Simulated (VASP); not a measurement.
Write the native input for VASP 6.6.1 that does the following.

| Item | Value |
| --- | --- |
| Task | relaxation of cell and atoms |
| Functional | PBE |
| Potentials or basis | VASP PAW PBE potentials, release 64 (Zr_sv) |
| Cutoff | 500 eV |
| k mesh | 15 × 15 × 8 |
| Occupations | gaussian, width 0.1 eV |
| Spin | no spin polarisation |
| Dipole correction | no |
| Further INCAR settings | ALGO = Normal; EDIFF = 1e-07; IBRION = 2; EDIFFG = -0.002; NSW = 100; ISIF = 3 |

The structure of Zr lies in POSCAR:

```
Zr
1.0
    3.1900000000      0.0000000000      0.0000000000
   -1.5950000000      2.7626210000      0.0000000000
    0.0000000000      0.0000000000      5.1100000000
Zr
2
Direct
    0.3333333000      0.6666667000      0.2500000000
    0.6666667000      0.3333333000      0.7500000000
```

The input as run:

INCAR

```
PREC     = Accurate       # precision mode
ENCUT    = 500            # plane-wave cutoff, eV
EDIFF    = 1E-7           # SCF threshold, eV
ISMEAR   = 0              # smearing method
SIGMA    = 0.1            # smearing width, eV
LREAL    = False          # projectors in reciprocal space
LASPH    = True           # aspherical terms in the spheres
NELM     = 120            # most SCF steps
ALGO     = Normal         # electronic algorithm
ISIF     = 3              # what is computed and relaxed
LWAVE    = False          # write WAVECAR
LCHARG   = False          # write CHGCAR
GGA      = PE             # functional
IBRION   = 2              # ionic algorithm
NSW      = 100            # ionic steps
EDIFFG   = -0.002         # ionic threshold
GGA_COMPAT= False        
NELMIN   = 4
```

KPOINTS

```
Automatic mesh
0
Gamma
  15 15 8
```

Potentials or basis: VASP PAW PBE potentials, release 64 (Zr_sv).

Run with:

```console
$ cat potpaw_PBE.64/Zr_sv/POTCAR > POTCAR
$ mpirun -np 1 vasp_std > vasp.out
```

It gave:

```
Relaxed volume                        : 23.40 Å³/atom
Relaxed cell                          : a = 3.232 Å, b = 3.232 Å, c = 5.171 Å, α = 90.00°, β = 90.00°, γ = 120.00°
Space group after relaxing (to 0.1 Å) : P6_3/mmc (No. 194)
Energy gained by relaxing             : 10.1 meV/atom
Ionic steps                           : 9
Pressure after relaxing               : 0.0 GPa
Band gap on the k mesh                : zero (bands 12 and 13 overlap by 1.18 eV)
```

Wall time 7.1 min on 1 thread of Intel Xeon 8259CL, with other jobs on the host, peak memory 0.19 GiB.
